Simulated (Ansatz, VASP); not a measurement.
## One calculation of KF, two programs

Contents of POSCAR:

```
KF
1.0
    3.1788706815      0.0000000000      0.0000000000
    0.0000000000      3.1788706815      0.0000000000
    0.0000000000      0.0000000000      3.0997168015
K F
1 1
Direct
    0.0000000000      0.0000000000      0.0000000000
    0.5000000000      0.5000000000      0.5000000000
```

INCAR.step1

```
SYSTEM = KF
ALGO = Normal
EDIFF = 1E-5
ENCUT = 520
GGA = PE
GGA_COMPAT = .FALSE.
ISIF = 2
ISMEAR = 0
LASPH = .TRUE.
LCHARG = .FALSE.
LREAL = .FALSE.
LWAVE = .TRUE.
NBANDS = 15
NELM = 120
PREC = Accurate
SIGMA = 0.01
```

File INCAR.step2:

```
SYSTEM = KF
ALGO = Normal
EDIFF = 1E-6
ENCUT = 520
GGA = PE
GGA_COMPAT = .FALSE.
HFSCREEN = 0.2079
ISIF = 2
ISMEAR = 0
ISTART = 1
LASPH = .TRUE.
LCHARG = .FALSE.
LHFCALC = .TRUE.
LREAL = .FALSE.
LWAVE = .FALSE.
NBANDS = 15
NELM = 120
PREC = Accurate
PRECFOCK = Normal
SIGMA = 0.01
```

The input KPOINTS:

```
k-points
0
G
  6 6 6
  0 0 0
```

Input for Ansatz:

```yaml
crystal:
  lattice:
    - [3.1788706815, 0.0, 0.0]
    - [0.0, 3.1788706815, 0.0]
    - [0.0, 0.0, 3.0997168015]
  atoms:
    - { symbol: K, position: [0.0, 0.0, 0.0] }
    - { symbol: F, position: [0.5, 0.5, 0.5] }
kpoints:
  mp_grid: { grid: [6, 6, 6] }
  band_path:
    path: [[0.0, 0.0, 0.0], [0.0, 0.5, 0.0], [0.5, 0.5, 0.0], [0.5, 0.5, 0.5]]
    npoints: 1
hamiltonian:
  xc: hse06
scf:
  occupations: { method: fixed }
  n_extra_bands: 4
output:
  forces: true
  stress: true
  eigenvalues: true
  write_density: true
  write_potential: true
  elf: true
  volumetric_format: npy
```

Change from the starting cell: uniaxial_z strain -2.5%.

Alike in both runs: task single point; functional HSE06; k mesh 6 × 6 × 6; no spin polarisation.

|  | VASP | Ansatz |
| --- | --- | --- |
| version | VASP 6.6.1 | Ansatz 0.2.0 |
| potentials or method | VASP PAW PBE potentials, release 64 (K_sv, F) | plane waves, PAW |
| plane-wave cutoff (eV) | 520 | 420 |
| occupations | gaussian, width 0.01 eV | fixed |
| valence electrons in the cell | 16 | 16 |

Ansatz gave:

```
gap on the k mesh at the Fermi level (eV)                     : 9.07
pressure (GPa)                                                : 2.8
traceless stress, the component that is largest in VASP (GPa) : 1.66
```

**Question.** What did VASP give for the same quantities?

**Answer.** gap on the k mesh at the Fermi level (eV): 9.04; pressure (GPa): 2.9; traceless stress, the component that is largest in VASP (GPa): 1.67.

Ansatz's warnings: stress exchange threshold loose, stress scf threshold loose.
